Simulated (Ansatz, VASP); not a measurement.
One calculation of CuO, two programs

File INCAR:

```
SYSTEM = CuO
ALGO = Normal
EDIFF = 1E-6
ENCUT = 520
GGA = PE
ISIF = 2
ISMEAR = 0
LASPH = .TRUE.
LCHARG = .FALSE.
LREAL = .FALSE.
LWAVE = .FALSE.
NBANDS = 25
NELM = 100
PREC = Accurate
SIGMA = 0.1
```

Contents of KPOINTS:

```
k-points
0
G
  8 8 4
  0 0 0
```

File POSCAR:

```
CuO
1.0
    2.3446500000     -1.7134000000      0.0000000000
    2.3446500000      1.7134000000      0.0000000000
   -0.8605500000      0.0000000000      5.0594400000
Cu O
2 2
Direct
    1.1723000000      0.8457000000      0.0000000000
    0.7421000000     -0.8457000000      2.5297000000
    2.0724000000     -0.2841000000      1.2836000000
    1.6421000000      0.2841000000      3.8133000000
```

Input for Ansatz:

```yaml
crystal:
  lattice:
    - [2.34465, -1.7134, 0.0]
    - [2.34465, 1.7134, 0.0]
    - [-0.86055, 0.0, 5.05944]
  atoms:
    - { symbol: Cu, position: [1.1723, 0.8457, 0.0] }
    - { symbol: Cu, position: [0.7421, -0.8457, 2.5297] }
    - { symbol: O, position: [2.0724, -0.2841, 1.2836] }
    - { symbol: O, position: [1.6421, 0.2841, 3.8133] }
basis:
  ecutwfc: 420
kpoints:
  mp_grid: { grid: [8, 8, 4] }
hamiltonian:
  xc: pbe
scf:
  occupations: { method: gaussian, width: 0.1 }
  max_iter: 98
output:
  forces: true
  stress: true
  eigenvalues: true
```

Alike in both runs: task single point; functional PBE; k mesh 8 × 8 × 4; occupations gaussian, width 0.1 eV; no spin polarisation.

|  | VASP | Ansatz |
| --- | --- | --- |
| version | VASP 6.6.1 | Ansatz 0.2.0 |
| potentials or method | VASP PAW PBE potentials, release 64 (Cu, O), cutoff 520 eV | scalar-relativistic, plane waves, PAW |
| valence electrons in the cell | 34 | 50 |

```csv
,VASP,Ansatz,Ansatz less VASP
gap on the k mesh at the Fermi level (eV),none,none,-
rms of the force components (eV/Å),5.300,5.263,-0.0363
```

Atom by atom the forces differ by 0.062 eV/Å (rms over components). A gap of «none» marks a metal or a gap that the smearing closes. The functional is the same, so the differences come from potentials, cutoffs and numerics. VASP's potentials hold 34 valence electrons a cell and Ansatz's 50, so a difference there can come from the potentials and not from the codes.
